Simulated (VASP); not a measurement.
Write the native input for VASP 6.6.1 that does the following.

```
Task                   : single point
Functional             : r2SCAN
Potentials or basis    : VASP PAW PBE potentials, release 64 (Ta_pv, K_sv, O)
Cutoff                 : 520 eV
k mesh                 : 7 × 7 × 7
Occupations            : fermi-dirac, width 0.05 eV
Spin                   : no spin polarisation
Dipole correction      : no
Further INCAR settings : ALGO = Normal; EDIFF = 1e-06; NBANDS = 27
```

The system is KTaO3.

```
CELL_PARAMETERS angstrom
3.98830 0.00000 0.00000
0.00000 3.98830 0.00000
0.00000 0.00000 3.98830
ATOMIC_POSITIONS crystal
Ta 0.00000 0.00000 0.00000
K 0.50000 0.50000 0.50000
O 0.00000 0.00000 0.50000
O 0.00000 0.50000 0.00000
O 0.50000 0.00000 0.00000
```

The input as run:

POSCAR

```
KTaO3
1.0
    3.9883000000      0.0000000000      0.0000000000
    0.0000000000      3.9883000000      0.0000000000
    0.0000000000      0.0000000000      3.9883000000
Ta K O
1 1 3
Direct
    0.0000000000      0.0000000000      0.0000000000
    0.5000000000      0.5000000000      0.5000000000
    0.0000000000      0.0000000000      0.5000000000
    0.0000000000      0.5000000000      0.0000000000
    0.5000000000      0.0000000000      0.0000000000
```

INCAR.step1

```
  ALGO = Normal
  EDIFF = 1E-4
  ENCUT = 520
  GGA = PE
  ISMEAR = -1
  LASPH = T
  LCHARG = F
  LREAL = F
  LWAVE = T
  NBANDS = 27
  NELM = 60
  PREC = Accurate
  SIGMA = 0.05
```

INCAR.step2

```
  ALGO = Normal
  EDIFF = 1E-6
  ENCUT = 520
  ISIF = 2
  ISMEAR = -1
  ISTART = 1
  LASPH = T
  LCHARG = F
  LMIXTAU = T
  LREAL = F
  LWAVE = F
  METAGGA = R2SCAN
  NBANDS = 27
  NELM = 60
  PREC = Accurate
  SIGMA = 0.05
```

KPOINTS

```
k-points
0
Gamma
  7 7 7
```

Potentials or basis: VASP PAW PBE potentials, release 64 (Ta_pv, K_sv, O).

Launch:

```sh
$ cat potpaw_PBE.64/Ta_pv/POTCAR potpaw_PBE.64/K_sv/POTCAR potpaw_PBE.64/O/POTCAR > POTCAR
$ cp INCAR.step1 INCAR
$ mpirun -np 1 vasp_std > vasp.out
$ cp INCAR.step2 INCAR
$ mpirun -np 1 vasp_std > vasp.out
```

It gave:

```json
{
  "Pressure": "1.2 GPa",
  "Band gap on the k mesh": "2.66 eV, indirect (least direct gap 3.25 eV)"
}
```

Caveat: the PAW data sets were made with another functional, which shifts forces and pressure a little; spin-orbit coupling is left out, which moves the levels of the heavy elements.

Wall time 86 s on 1 thread of AMD EPYC 9R14 (Zen 4), on a shared host, peak memory 0.16 GiB.
